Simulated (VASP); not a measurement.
Runs of VASP 6.6.1 on Ni2Ge. The structure is that of space group P6_3/mmc (No. 194), or close to it. The cells are those of the table. 

```csv
cell,gap on the mesh (eV),pressure (GPa)
"a = 3.859, b = 3.859, c = 4.886 Å, angles 90.0, 90.0, 120.0°, 6 atoms",none,(b)
"a = 3.938, b = 3.938, c = 4.987 Å, angles 90.0, 90.0, 120.0°, 6 atoms",none,(a)
"a = 4.018, b = 4.018, c = 5.088 Å, angles 90.0, 90.0, 120.0°, 6 atoms",none,-5.3
"a = 4.018, b = 4.018, c = 5.007 Å, angles 90.0, 90.0, 120.0°, 6 atoms",none,-2.8
"a = 4.058, b = 4.058, c = 5.138 Å, angles 90.0, 90.0, 120.0°, 6 atoms",none,-10.1
"a = 4.058, b = 4.058, c = 4.972 Å, angles 90.0, 90.0, 120.0°, 6 atoms",none,-5.2
"a = 3.996, b = 3.996, c = 5.072 Å, angles 90.0, 90.0, 120.0°, 6 atoms",none,-2.9
"a = 3.978, b = 3.978, c = 5.037 Å, angles 90.0, 90.0, 120.0°, 6 atoms",none,(c)
```

Alike in all rows: task single point; level r2SCAN; potentials or basis VASP PAW PBE potentials, release 64 (Ni, Ge_d); no spin polarisation; k mesh 12 × 12 × 8; cutoff (eV) 520; smearing gaussian 0.1 eV.

Task: Estimate the missing entries.

Result: (a) 6.7; (b) 22.9; (c) 0.2.

Caveats: the PAW data sets were made with another functional, which shifts forces and pressure a little; the cell stands under tension (at least some runs); the cell stands under pressure (at least some runs).

A k mesh can miss the band edges, and the runs leave out spin-orbit coupling on Ge.

A gap of «none» marks levels without a gap at the run's occupations.
